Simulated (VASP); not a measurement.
# SiO2 (Im-3m) in VASP: further runs

Runs on SiO2. Level: LDA. Tasks: single point.

All numbers are computed with VASP 6.6.1; they aren't measurements. Logs are shortened: lines on timing, memory, paths and dates and some standing lists are left out, and cuts for length are marked.

## 1. The cell of the first run

Symmetry: Im-3m, No. 229, cubic system. The conventional cell has a = 10.047 Å, b = 10.047 Å, c = 10.047 Å, α = 90.00°, β = 90.00°, γ = 90.00°. Si (site symmetry 3m) has 4 O at 1.63 Å within 2.2 Å. O (site symmetry -3m) has 2 Si at 1.63 Å within 2.2 Å. Within 2.2 Å of O (site symmetry mm2) lie 2 Si at 1.63 Å.

## 2. Single point, LDA (21.13 Å³/atom)

File INCAR:

```
SYSTEM = SiO2
PREC     = Accurate       ! precision mode
ENCUT    = 520            ! plane-wave cutoff, eV
EDIFF    = 1E-6           ! SCF threshold, eV
ISMEAR   = 0              ! smearing method
SIGMA    = 0.02           ! smearing width, eV
LREAL    = Auto         
LASPH    = .TRUE.         ! aspherical terms in the spheres
NELM     = 100            ! most SCF steps
ALGO     = Normal         ! electronic algorithm
ISIF     = 2              ! what is computed and relaxed
LWAVE    = .FALSE.        ! write WAVECAR
LCHARG   = .FALSE.        ! write CHGCAR
GGA      = CA             ! functional
NBANDS   = 82             ! bands
```

File KPOINTS:

```
regular mesh
0
G
  4 4 4
  0 0 0
```

File POSCAR:

```
SiO2
1.0
   -5.0232732074      5.0232732074      5.0232732074
    5.0232732074     -5.0232732074      5.0232732074
    5.0232732074      5.0232732074     -5.0232732074
Si O
8 16
Direct
    0.3129651386      0.3129651386      0.3129651386
    0.0000000000      0.3129651386      0.0000000000
    0.0000000000      0.0000000000      0.3129651386
    0.3129651386      0.0000000000      0.0000000000
    0.0000000000      0.0000000000      0.6870348614
    0.6870348614      0.0000000000      0.0000000000
    0.0000000000      0.6870348614      0.0000000000
    0.6870348614      0.6870348614      0.6870348614
    0.5000000000      0.5000000000      0.5000000000
    0.0000000000      0.5000000000      0.0000000000
    0.0000000000      0.0000000000      0.5000000000
    0.5000000000      0.0000000000      0.0000000000
    0.1862788483      0.1862788483      0.3725576965
    0.1862788483      0.3725576965      0.1862788483
    0.8137211517      0.0000000000      0.1862788483
    0.0000000000      0.8137211517      0.1862788483
    0.3725576965      0.1862788483      0.1862788483
    0.1862788483      0.8137211517      0.0000000000
    0.8137211517      0.1862788483      0.0000000000
    0.1862788483      0.0000000000      0.8137211517
    0.6274423035      0.8137211517      0.8137211517
    0.8137211517      0.6274423035      0.8137211517
    0.0000000000      0.1862788483      0.8137211517
    0.8137211517      0.8137211517      0.6274423035
```

Potentials or basis: VASP PAW LDA potentials, release 64 (Si, O).

Started as:

```console
$ cat potpaw_LDA.64/Si/POTCAR potpaw_LDA.64/O/POTCAR > POTCAR
$ mpirun -np 1 vasp_std > vasp.out
```

OUTCAR:

```text
SYSTEM = SiO2
   PREC = Accurate
   ENCUT = 520
   EDIFF = 1E-6
   ISMEAR = 0
   LREAL = Auto
   LASPH = .TRUE.
   NELM = 100
   ISIF = 2
   GGA = CA

 ion  position               nearest neighbor table
   1  0.313  0.313  0.313-   9 1.63  13 1.63  14 1.63  17 1.63   3 3.14   4 3.14   2 3.14
   2  0.000  0.313  0.000-  10 1.63  19 1.63  23 1.63  14 1.63   5 3.14   6 3.14   1 3.14
   3  0.000  0.000  0.313-  11 1.63  15 1.63  16 1.63  13 1.63   6 3.14   7 3.14   1 3.14
   4  0.313  0.000  0.000-  12 1.63  18 1.63  20 1.63  17 1.63   5 3.14   7 3.14   1 3.14
   5  0.000  0.000  0.687-  11 1.63  20 1.63  23 1.63  24 1.63   4 3.14   8 3.14   2 3.14
   6  0.687  0.000  0.000-  12 1.63  15 1.63  19 1.63  21 1.63   3 3.14   8 3.14   2 3.14
   7  0.000  0.687  0.000-  10 1.63  16 1.63  18 1.63  22 1.63   4 3.14   8 3.14   3 3.14
   8  0.687  0.687  0.687-   9 1.63  21 1.63  22 1.63  24 1.63   6 3.14   7 3.14   5 3.14
   9  0.500  0.500  0.500-   1 1.63   8 1.63
  10  0.000  0.500  0.000-   2 1.63   7 1.63
  11  0.000  0.000  0.500-   3 1.63   5 1.63
  12  0.500  0.000  0.000-   4 1.63   6 1.63
  13  0.186  0.186  0.373-   1 1.63   3 1.63
  14  0.186  0.373  0.186-   1 1.63   2 1.63
[... 8 lines left out ...]
  23  0.000  0.186  0.814-   2 1.63   5 1.63
  24  0.814  0.814  0.627-   8 1.63   5 1.63

  LATTYP: Found a body centered cubic cell.
 ALAT       =    10.0465464148

  Lattice vectors:

 A1 = (  -5.0232732074,   5.0232732074,   5.0232732074)
 A2 = (   5.0232732074,  -5.0232732074,   5.0232732074)
 A3 = (   5.0232732074,   5.0232732074,  -5.0232732074)

Analysis of symmetry for initial positions (statically):
=====================================================================
 Subroutine PRICEL returns:
 Original cell was already a primitive cell.

 Routine SETGRP: Setting up the symmetry group for a
 body centered cubic supercell.

 Subroutine GETGRP returns: Found 48 space group operations
 (whereof 48 operations were pure point group operations)
 out of a pool of 48 trial point group operations.

The static configuration has the point symmetry O_h .

Analysis of symmetry for dynamics (positions and initial velocities):
=====================================================================
 Subroutine PRICEL returns:
 Original cell was already a primitive cell.

 Routine SETGRP: Setting up the symmetry group for a
 body centered cubic supercell.

 Subroutine GETGRP returns: Found 48 space group operations
 (whereof 48 operations were pure point group operations)
 out of a pool of 48 trial point group operations.

The dynamic configuration has the point symmetry O_h .

 Subroutine INISYM returns: Found 48 space group operations
[... 133 lines left out ...]
   TEBEG  =    0.0;   TEEND  =   0.0 temperature during run
   PSTRESS=    0.0 pullay stress
   NELECT =     128.0000    total number of electrons
   NUPDOWN=      -1.0000    fix difference up-down
   EMIN   =  10.00;   EMAX   =-10.00  energy-range for DOS
   EFERMI =   0.00;   METHOD = LEGACY
   ISMEAR =     0;   SIGMA  =   0.02  broadening in eV -4-tet -1-fermi 0-gaus
   EFERMI_NEDOS =   21; number of points for ismear=-14 and -15
   IALGO  =     38    algorithm
   IMIX   =      4    mixing-type and parameters
     AMIX     =   0.40;   BMIX     =  1.00
     AMIX_MAG =   1.60;   BMIX_MAG =  1.00
  volume/ion in A,a.u.               =      21.13       142.56
  Fermi-wavevector in a.u.,A,eV,Ry     =   1.034677  1.955256 14.565798  1.070556
  Thomas-Fermi vector in A             =   2.168983
   LORBIT       =      0    0 simple, 1 ext, 2 COOP (PROOUT), +10 PAW based schemes
   GGA     = CA    functional components
   LHFCALC =     F    Hartree Fock is set to
   AEXX    =    0.0000 exact exchange contribution
   IVDW    =     0    specifies the selected vdW correction
   LEPSILON=     F    determine dielectric tensor
   LRPA    =     F    only Hartree local field effects (RPA)
 non-spin polarized calculation
 Gauss-broadening in eV      SIGMA  =   0.02
  energy-cutoff  :      520.00
  volume of cell :      507.01
 maximum number of plane-waves:     13700
 NGX is ok and might be reduce to    70
   NGX = 33   NGY = 33   NGZ = 33

 number of electron     128.0000078 magnetization

 Free energy of the ion-electron system (eV)
  ---------------------------------------------------
  ext. energy  EPLUGINS =         0.00000000
  ---------------------------------------------------
  free energy    TOTEN  =      -206.64522370 eV

  energy without entropy =     -206.64522370  energy(sigma->0) =     -206.64522370

 E-fermi :  -2.3784     XC(G=0):  -6.7345

 val. band max:       -2.4991278761   @ k =   0.0000   0.0000   0.0000
 cond. band min:       2.8450028573   @ k =   0.0000   0.0000   0.0000
 fundamental gap:      5.3441307334
 Fermi energy:        -2.3783657631

 k-point     1 :       0.0000    0.0000    0.0000
  band No.  band energies     occupation
      1     -21.6083      2.00000
      2     -20.7518      2.00000
      3     -20.7518      2.00000
      4     -20.7518      2.00000
      5     -20.6878      2.00000
      6     -20.6878      2.00000
[... 621 lines left out ...]
     75       6.5768      0.00000
     76       6.6719      0.00000
 [bands above 76 left out]

------------------------ aborting loop because EDIFF is reached ----------------------------------------

  FORCE on cell =-STRESS in cart. coord.  units (eV):
  Direction    XX          YY          ZZ          XY          YZ          ZX
  --------------------------------------------------------------------------------------
  -------------------------------------------------------------------------------------
  Total      -16.0584731    -16.0584731    -16.0584731     -0.0000000      0.0000000     -0.0000000
  in kB      -50.7451384    -50.7451384    -50.7451384     -0.0000000      0.0000000     -0.0000000
  external PRESSURE =     -50.7451384 kB  Pullay stress =       0.0000000 kB

 VOLUME and BASIS-vectors are now :
 -----------------------------------------------------------------------------
  energy-cutoff  :      520.00
  volume of cell :      507.01
      direct lattice vectors                 reciprocal lattice vectors
    -5.023273207  5.023273207  5.023273207     0.000000000  0.099536692  0.099536692
     5.023273207 -5.023273207  5.023273207     0.099536692  0.000000000  0.099536692
     5.023273207  5.023273207 -5.023273207     0.099536692  0.099536692  0.000000000

 POSITION                                       TOTAL-FORCE (eV/Angst)
 -----------------------------------------------------------------------------------
      1.57211      1.57211      1.57211         0.040252      0.040252      0.040252
      1.57211     -1.57211      1.57211         0.040252     -0.040252      0.040252
      1.57211      1.57211     -1.57211         0.040252      0.040252     -0.040252
     -1.57211      1.57211      1.57211        -0.040252      0.040252      0.040252
      3.45116      3.45116     -3.45116        -0.040252     -0.040252      0.040252
     -3.45116      3.45116      3.45116         0.040252     -0.040252     -0.040252
[... 16 lines left out ...]
      5.02327      3.15181     -3.15181         0.000000     -0.007269      0.007269
      3.15181      3.15181      5.02327        -0.007269     -0.007269      0.000000
 -----------------------------------------------------------------------------------
    total drift:                                0.000000      0.000000     -0.000000

  FREE ENERGIE OF THE ION-ELECTRON SYSTEM (eV)
  ---------------------------------------------------
  free  energy   TOTEN  =      -206.6452236962 eV

  energy  without entropy=     -206.6452236962  energy(sigma->0) =     -206.64522370
```

OSZICAR:

```text
N       E                     dE             d eps       ncg     rms          rms(c)
DAV:   1     0.100660760558E+04    0.10066E+04   -0.60850E+04  1320   0.135E+03
DAV:   2    -0.112610391755E+03   -0.11192E+04   -0.10822E+04  1734   0.328E+02
DAV:   3    -0.231522957234E+03   -0.11891E+03   -0.11834E+03  1576   0.115E+02
DAV:   4    -0.233912831679E+03   -0.23899E+01   -0.23843E+01  1584   0.180E+01
DAV:   5    -0.233975439943E+03   -0.62608E-01   -0.62562E-01  1576   0.273E+00    0.411E+01
DAV:   6    -0.207436788847E+03    0.26539E+02   -0.11798E+02  1492   0.350E+01    0.198E+01
DAV:   7    -0.206961592109E+03    0.47520E+00   -0.29671E+00  1576   0.545E+00    0.716E+00
DAV:   8    -0.206681024240E+03    0.28057E+00   -0.15477E-01  1592   0.180E+00    0.269E+00
DAV:   9    -0.206624215527E+03    0.56809E-01   -0.73593E-02  1600   0.118E+00    0.547E-01
DAV:  10    -0.206635184468E+03   -0.10969E-01   -0.10719E-02  1456   0.357E-01    0.222E-01
DAV:  11    -0.206643857538E+03   -0.86731E-02   -0.71301E-03  1504   0.312E-01    0.164E-01
DAV:  12    -0.206644497769E+03   -0.64023E-03   -0.63519E-04  1560   0.937E-02    0.116E-01
DAV:  13    -0.206645174973E+03   -0.67720E-03   -0.95300E-04  1448   0.106E-01    0.502E-02
DAV:  14    -0.206645214312E+03   -0.39339E-04   -0.17951E-04  1544   0.550E-02    0.196E-02
DAV:  15    -0.206645221272E+03   -0.69597E-05   -0.26209E-05  1528   0.190E-02    0.106E-02
DAV:  16    -0.206645223553E+03   -0.22810E-05   -0.18798E-06  1024   0.583E-03    0.240E-03
DAV:  17    -0.206645223696E+03   -0.14355E-06   -0.56712E-07  1024   0.303E-03
   1 F= -.20664522E+03 E0= -.20664522E+03  d E =-.112061E-18
```

stdout:

```text
POSCAR found type information on POSCAR SiO
 POSCAR found :  2 types and      24 ions
 scaLAPACK will be used
 LDA part: xc-table for (Slater(with rela. corr.)+CA(PZ))
 , standard interpolation
 POSCAR, INCAR and KPOINTS ok, starting setup
 FFT: planning ... GRIDC
 FFT: planning ... GRID_SOFT
 FFT: planning ... GRID
 WAVECAR not read
 entering main loop
```

It took 13 min on 1 thread of Intel Xeon Platinum 8488C (Sapphire Rapids), shared host; peak memory 0.6 GiB.

What came out:

* Free energy: -206.6452 eV
* Pressure: -5.1 GPa
* Largest force: 0.070 eV/Å
* Band gap on the k mesh: 5.34 eV

Forces on the atoms (eV/Å):
```
Si   0.040  0.040  0.040
Si   0.040 -0.040  0.040
Si   0.040  0.040 -0.040
Si  -0.040  0.040  0.040
Si  -0.040 -0.040  0.040
Si   0.040 -0.040 -0.040
Si  -0.040  0.040 -0.040
Si  -0.040 -0.040 -0.040
O    0.000  0.000  0.000
O    0.000  0.000  0.000
O    0.000  0.000  0.000
O    0.000  0.000  0.000
O    0.007  0.007  0.000
O    0.007  0.000  0.007
O    0.007  0.000 -0.007
O    0.000  0.007 -0.007
O    0.000  0.007  0.007
O   -0.007  0.007  0.000
O    0.007 -0.007  0.000
O   -0.007  0.000  0.007
O    0.000 -0.007 -0.007
O   -0.007  0.000 -0.007
O    0.000 -0.007  0.007
O   -0.007 -0.007  0.000
```

Levels at points of the mesh, in eV from the valence-band top:
```tsv
k point	band 62	band 63	band 64	band 65	band 66	band 67
(0.00, 0.00, 0.00)	-0.15	-0.15	0.00	5.34	7.48	7.78
(0.50, 0.00, 0.00)	-0.37	-0.25	-0.01	6.15	6.69	7.58
(0.50, 0.50, 0.50)	-0.21	-0.21	-0.01	6.86	7.08	7.08
```

Caveat: the cell stands under tension.

## 3. Single point, LDA (21.92 Å³/atom)

This run uses another cell than the first one, of 21.92 Å³/atom.

File INCAR:

```
PREC     = Accurate       # precision mode
ENCUT    = 520            # plane-wave cutoff, eV
EDIFF    = 1E-7           # SCF threshold, eV
ISMEAR   = 0              # smearing method
SIGMA    = 0.02           # smearing width, eV
LREAL    = Auto         
LASPH    = T              # aspherical terms in the spheres
NELM     = 60             # most SCF steps
ALGO     = Normal         # electronic algorithm
ISIF     = 2              # what is computed and relaxed
LWAVE    = F              # write WAVECAR
LCHARG   = T              # write CHGCAR
LELF     = T              # ELF
LVHAR    = T            
NBANDS   = 82             # bands
```

File KPOINTS:

```
regular mesh
0
Gamma
  4 4 4
```

File POSCAR:

```
SiO2
1.0
   -5.0856804980      5.0856804980      5.0856804980
    5.0856804980     -5.0856804980      5.0856804980
    5.0856804980      5.0856804980     -5.0856804980
Si O
8 16
Direct
    0.3123537656      0.3123537656      0.3123537656
    0.0000000000      0.3123537656      0.0000000000
    0.0000000000      0.0000000000      0.3123537656
    0.3123537656      0.0000000000      0.0000000000
    0.0000000000      0.0000000000      0.6876462344
    0.6876462344      0.0000000000      0.0000000000
    0.0000000000      0.6876462344      0.0000000000
    0.6876462344      0.6876462344      0.6876462344
    0.5000000000      0.5000000000      0.5000000000
    0.0000000000      0.5000000000      0.0000000000
    0.0000000000      0.0000000000      0.5000000000
    0.5000000000      0.0000000000      0.0000000000
    0.1846189518      0.1846189518      0.3692379036
    0.1846189518      0.3692379036      0.1846189518
    0.8153810482      0.0000000000      0.1846189518
    0.0000000000      0.8153810482      0.1846189518
    0.3692379036      0.1846189518      0.1846189518
    0.1846189518      0.8153810482      0.0000000000
    0.8153810482      0.1846189518      0.0000000000
    0.1846189518      0.0000000000      0.8153810482
    0.6307620964      0.8153810482      0.8153810482
    0.8153810482      0.6307620964      0.8153810482
    0.0000000000      0.1846189518      0.8153810482
    0.8153810482      0.8153810482      0.6307620964
```

Potentials or basis: VASP PAW LDA potentials, release 64 (Si, O).

Started as:

```console
$ cat potpaw_LDA.64/Si/POTCAR potpaw_LDA.64/O/POTCAR > POTCAR
$ mpirun -np 1 vasp_std > vasp.out
```

Wall time 14 min (1 thread of Intel Xeon Platinum 8488C (Sapphire Rapids), shared host); peak memory 0.61 GiB.

The run converged. Its results:

```yaml
Free_energy: -205.8683 eV
Pressure: -8.0 GPa
Largest_force: 0.072 eV/Å
Band_gap_on_the_k_mesh: 5.13 eV
```

Forces on the atoms (eV/Å):
```
Si   0.042  0.042  0.042
Si   0.042 -0.042  0.042
Si   0.042  0.042 -0.042
Si  -0.042  0.042  0.042
Si  -0.042 -0.042  0.042
Si   0.042 -0.042 -0.042
Si  -0.042  0.042 -0.042
Si  -0.042 -0.042 -0.042
O    0.000  0.000  0.000
O    0.000  0.000  0.000
O    0.000  0.000  0.000
O    0.000  0.000  0.000
O    0.008  0.008  0.000
O    0.008  0.000  0.008
O    0.008  0.000 -0.008
O    0.000  0.008 -0.008
O    0.000  0.008  0.008
O   -0.008  0.008  0.000
O    0.008 -0.008  0.000
O   -0.008  0.000  0.008
O    0.000 -0.008 -0.008
O   -0.008  0.000 -0.008
O    0.000 -0.008  0.008
O   -0.008 -0.008  0.000
```

Levels at points of the mesh, in eV from the valence-band top:
| k point | band 61 | band 62 | band 63 | band 64 | band 65 | band 66 | band 67 | band 68 |
| --- | --- | --- | --- | --- | --- | --- | --- | --- |
| (0.00, 0.00, 0.00) | -0.16 | -0.16 | -0.16 | 0.00 | 5.13 | 7.32 | 7.42 | 7.42 |
| (0.50, 0.00, 0.00) | -0.47 | -0.37 | -0.26 | 0.00 | 5.94 | 6.47 | 7.35 | 7.56 |
| (0.50, 0.50, 0.50) | -0.72 | -0.22 | -0.22 | -0.01 | 6.72 | 6.72 | 6.72 | 6.90 |

Caveat: the cell stands under tension.
